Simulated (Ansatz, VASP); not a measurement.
**Hg in VASP and in Ansatz**

File INCAR:

```
SYSTEM = Hg
PREC = Accurate ; ENCUT = 600
EDIFF = 1E-6 ; ISMEAR = -1
SIGMA = 0.05 ; LREAL = .False.
LASPH = .True. ; NELM = 60
ALGO = Normal ; ISIF = 3
LWAVE = .False. ; LCHARG = .False.
IBRION = 2 ; NSW = 60
EDIFFG = -0.005
```

File KPOINTS:

```
regular mesh
0
Gamma
  16 16 16
  0 0 0
```

File POSCAR:

```
Hg
1.0
   -1.7834648247      1.7834648247      1.7834648247
    1.7834648247     -1.7834648247      1.7834648247
    1.7834648247      1.7834648247     -1.7834648247
Hg
1
Direct
    0.0000000000      0.0000000000      0.0000000000
```

Input for Ansatz:

```yaml
crystal:
  lattice:
    - [-1.7834648247, 1.7834648247, 1.7834648247]
    - [1.7834648247, -1.7834648247, 1.7834648247]
    - [1.7834648247, 1.7834648247, -1.7834648247]
  atoms:
    - { symbol: Hg, position: [0.0, 0.0, 0.0] }
kpoints:
  mp_grid: { grid: [16, 16, 16] }
scf:
  occupations: { method: fermi_dirac, width: 0.05 }
hamiltonian:
  xc: lda
  pseudopotentials: { kind: paw }
output:
  forces: true
  stress: true
relax:
  f_tol: 0.005
  max_steps: 40
  cell: {}
```

Alike in both runs: task relaxation of cell and atoms; functional LDA; k mesh 16 × 16 × 16; occupations fermi-dirac, width 0.05 eV; no spin polarisation.

|  | VASP | Ansatz |
| --- | --- | --- |
| version | VASP 6.6.1 | Ansatz 0.2.0 |
| potentials or method | VASP PAW LDA potentials, release 64 (Hg) | PAW with Ansatz's default frozen-core files, scalar-relativistic |
| plane-wave cutoff (eV) | 600 | 420 |
| valence electrons in the cell | 12 | 20 |

```tsv
	VASP	Ansatz	Ansatz less VASP
relaxed volume (Å³/atom)	22.89	22.58	-0.313
relaxed length of the cell vector where the two differ most in proportion (Å)	3.098	3.084	-0.0142
```

LDA's correlation is that of Perdew and Zunger in VASP and of Perdew and Wang (1992) in Ansatz. VASP's potentials hold 12 valence electrons a cell and Ansatz's 20, so a difference there can come from the potentials and not from the codes.

Neither program's run includes spin-orbit coupling.
